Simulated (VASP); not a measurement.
# Al32Cu (a cell with a defect) in VASP: notebook, part 2 of 2

VASP 6.6.1. The steps go on from the part before.

**3. Single point, PBEsol**

Contents of INCAR:

```
SYSTEM = Al32Cu
ALGO = Normal
EDIFF = 1E-6
ENCUT = 520
GGA = PS
ISIF = 2
ISMEAR = 0
LASPH = .TRUE.
LCHARG = .FALSE.
LREAL = Auto
LWAVE = .FALSE.
NBANDS = 76
NELM = 100
PREC = Accurate
SIGMA = 0.15
```

Contents of KPOINTS:

```
k-points
0
G
  2 2 2
  0 0 0
```

Contents of POSCAR:

```
Al32Cu
1.0
    8.1000000000      0.0000000000      0.0000000000
    0.0000000000      8.1000000000      0.0000000000
    0.0000000000      0.0000000000      8.1000000000
Al Cu
32 1
Direct
    0.5060418519     -0.0030120988     -0.0009074074
    0.7500933333      0.2504662963     -0.0072366667
    0.7500580247      0.0012916049      0.2479151852
   -0.0058248148     -0.0030220988     -0.0009612346
    0.2500670370      0.2577553086     -0.0034749383
    0.5053797531      0.5044020988     -0.0028893827
    0.7500816049      0.7507853086     -0.0065213580
    0.2500913580     -0.0133203704      0.2425158025
    0.5266460494      0.2432313580      0.2463686420
    0.7500590123      0.4998569136      0.2457341975
    0.5204390123     -0.0089416049      0.5067092593
    0.7500069136      0.2536486420      0.5071546914
    0.7500824691     -0.0025951852      0.7558301235
   -0.0051909877      0.5042392593     -0.0027418519
    0.2500412346      0.7441851852     -0.0292583951
   -0.0265616049      0.2430449383      0.2464476543
    0.2501970370      0.5986209877      0.2467633333
    0.5241562963      0.7610254321      0.2484983951
   -0.0204995062     -0.0089761728      0.5067427160
    0.2498679012      0.1961981481      0.5431319753
    0.4873156790      0.4943592593      0.4894755556
    0.7500033333      0.7352509877      0.5038139506
    0.2501513580     -0.0039225926      0.7807195062
    0.5058275309      0.2473823457      0.7547203704
    0.7500091358      0.4984517284      0.7486512346
   -0.0238775309      0.7610579012      0.2485564198
    0.0128090123      0.4942491358      0.4894295062
    0.2499577778      0.7742338272      0.5228733333
   -0.0057640741      0.2472735802      0.7548429630
    0.2501149383      0.4907992593      0.7426862963
    0.5062872840      0.7444554321      0.7464034568
   -0.0062046914      0.7445207407      0.7464445679
    0.2499709877      0.3207492593      0.2922275309
```

Potentials or basis: VASP PAW PBE potentials, release 64 (Al, Cu).

Run with:

```sh
> cat potpaw_PBE.64/Al/POTCAR potpaw_PBE.64/Cu/POTCAR > POTCAR
> mpirun -np 1 vasp_std > vasp.out
```

OUTCAR:

```text
SYSTEM = Al32Cu
   EDIFF = 1E-6
   ENCUT = 520
   GGA = PS
   ISIF = 2
   ISMEAR = 0
   LASPH = .TRUE.
   LREAL = Auto
   NELM = 100
   PREC = Accurate

 ion  position               nearest neighbor table
   1  0.506  0.997  0.999-  23 2.72  18 2.78  13 2.79   7 2.81   3 2.82   9 2.83  24 2.83   2 2.85
                             8 2.86  31 2.89  15 2.92   5 2.96
   2  0.750  0.250  0.993-  16 2.74   9 2.74  29 2.76  24 2.76  13 2.81  25 2.82   1 2.85   4 2.85
                            14 2.86   6 2.86  10 2.88   3 2.89
   3  0.750  0.001  0.248-  16 2.67   9 2.67  18 2.67  26 2.67  19 2.80  11 2.80   1 2.82   4 2.82
                             2 2.89   7 2.89  12 2.93  22 2.99
[... 847 lines left out ...]
  in kB       16.4252601     15.9235170     20.0622332      0.0433712     -9.9573135     -0.0329162
  external PRESSURE =      17.4703367 kB  Pullay stress =       0.0000000 kB

 VOLUME and BASIS-vectors are now :
 -----------------------------------------------------------------------------
  energy-cutoff  :      520.00
  volume of cell :      531.44
      direct lattice vectors                 reciprocal lattice vectors
     8.100000000  0.000000000  0.000000000     0.123456790  0.000000000  0.000000000
     0.000000000  8.100000000  0.000000000     0.000000000  0.123456790  0.000000000
     0.000000000  0.000000000  8.100000000     0.000000000  0.000000000  0.123456790

 POSITION                                       TOTAL-FORCE (eV/Angst)
 -----------------------------------------------------------------------------------
      4.09894      8.07560      8.09265        -0.018599     -0.024873     -0.015860
      6.07576      2.02878      8.04138        -0.003151     -0.006168     -0.010392
      6.07547      0.01046      2.00811        -0.002077     -0.058623      0.021336
      8.05282      8.07552      8.09221         0.018654     -0.027806     -0.012554
      2.02554      2.08782      8.07185         0.001193     -0.067106     -0.115101
      4.09358      4.08566      8.07660        -0.010899      0.002391      0.015642
[... 25 lines left out ...]
      8.04974      6.03062      6.04620         0.012909     -0.001252      0.018705
      2.02477      2.59807      2.36704         0.002826     -0.232143     -0.356596
 -----------------------------------------------------------------------------------
    total drift:                                0.006549      0.021653      0.006014

  FREE ENERGIE OF THE ION-ELECTRON SYSTEM (eV)
  ---------------------------------------------------
  free  energy   TOTEN  =      -134.0724868662 eV

  energy  without entropy=     -133.9192468645  energy(sigma->0) =     -133.99586687
```

stdout:

```text
POSCAR found type information on POSCAR AlCu
 POSCAR found :  2 types and      33 ions
 scaLAPACK will be used
 -----------------------------------------------------------------------------
|                                                                             |
|                                                                             |
|     You enforced a specific xc type in the INCAR file but a different       |
|     I HOPE YOU KNOW WHAT YOU ARE DOING!                                     |
|                                                                             |
 -----------------------------------------------------------------------------

 LDA part: xc-table for (Slater+PW92), standard interpolation
 POSCAR, INCAR and KPOINTS ok, starting setup
 FFT: planning ... GRIDC
 FFT: planning ... GRID_SOFT
 FFT: planning ... GRID
 WAVECAR not read
 entering main loop
```

It took 15 min on 1 thread of Intel Xeon 8259CL, shared host; peak memory 0.58 GiB.

Results:

| Item | Value |
| --- | --- |
| Free energy | -134.0725 eV |
| Pressure | 1.7 GPa |
| Largest force | 0.426 eV/Å |
| Band gap on the k mesh | zero (an odd number of electrons rules out a gap without spin polarisation) |

Forces in eV/Å, atoms in the order of the input:
```
Al  -0.019 -0.025 -0.016
Al  -0.003 -0.006 -0.010
Al  -0.002 -0.059  0.021
Al   0.019 -0.028 -0.013
Al   0.001 -0.067 -0.115
Al  -0.011  0.002  0.016
Al   0.002  0.008  0.017
Al   0.001  0.089  0.098
Al   0.112 -0.014 -0.030
Al   0.001  0.040  0.024
Al  -0.064  0.023  0.019
Al   0.000 -0.010  0.010
Al  -0.004  0.007 -0.013
Al   0.010  0.008  0.012
Al   0.000  0.045  0.109
Al  -0.114 -0.012 -0.030
Al  -0.002 -0.062  0.073
Al  -0.050  0.007  0.023
Al   0.065  0.022  0.018
Al   0.003  0.278  0.119
Al  -0.064 -0.029 -0.007
Al   0.002  0.019  0.000
Al   0.000 -0.072 -0.084
Al   0.001  0.019  0.011
Al   0.005  0.013 -0.020
Al   0.050  0.006  0.022
Al   0.062 -0.026 -0.006
Al   0.001 -0.038 -0.015
Al  -0.001  0.024  0.009
Al  -0.003  0.067  0.075
Al  -0.014  0.005  0.019
Al   0.013 -0.001  0.019
Cu   0.003 -0.232 -0.357
```

Stress tensor (GPa, compression positive):
```
 1.64  0.00  0.00
 0.00  1.59 -1.00
 0.00 -1.00  2.01
```

Caveat: the k points lie up to 0.39 Å⁻¹ apart, too coarse for converged energies and pressures of a metal; the PAW data sets were made with another functional, which shifts forces and pressure a little.
